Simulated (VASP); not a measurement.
A run of VASP 6.6.1:

The input INCAR:

```
SYSTEM = Ga3BAs4
  PREC = Accurate
  ENCUT = 600
  EDIFF = 1E-6
  ISMEAR = 0
  SIGMA = 0.1
  LREAL = .FALSE.
  LASPH = .TRUE.
  NELM = 80
  ALGO = Normal
  ISIF = 3
  LWAVE = .FALSE.
  LCHARG = .FALSE.
  GGA = PE
  IBRION = 2
  NSW = 90
  EDIFFG = -0.04
```

KPOINTS

```
regular mesh
0
G
  4 4 4
  0 0 0
```

Contents of POSCAR:

```
Ga3BAs4
1.0
   -2.7078789600      2.7078789600      5.4157579200
    2.7078789600     -2.7078789600      5.4157579200
    2.7078789600      2.7078789600     -5.4157579200
Ga B As
3 1 4
Direct
    0.0000000000      0.0000000000      0.0000000000
    0.2500000000      0.7500000000      0.5000000000
    0.7500000000      0.2500000000      0.5000000000
    0.5000000000      0.5000000000      0.0000000000
    0.6250000000      0.6250000000      0.5000000000
    0.1250000000      0.1250000000      0.5000000000
    0.8750000000      0.3750000000      0.0000000000
    0.3750000000      0.8750000000      0.0000000000
```

Potentials or basis: VASP PAW PBE potentials, release 64 (Ga_d, B, As).

Launch:

```bash
$ cat potpaw_PBE.64/Ga_d/POTCAR potpaw_PBE.64/B/POTCAR potpaw_PBE.64/As/POTCAR > POTCAR
$ mpirun -np 1 vasp_std > vasp.out
```

Hardware: 1 thread of Intel Xeon 8259CL, on a shared host.

Task: Estimate the wall time of this run.

Result: Wall time 24 min on 1 thread of Intel Xeon 8259CL (shared host), peak memory 0.48 GiB. Counts: scf iterations 74, k points 13, ion steps 9.
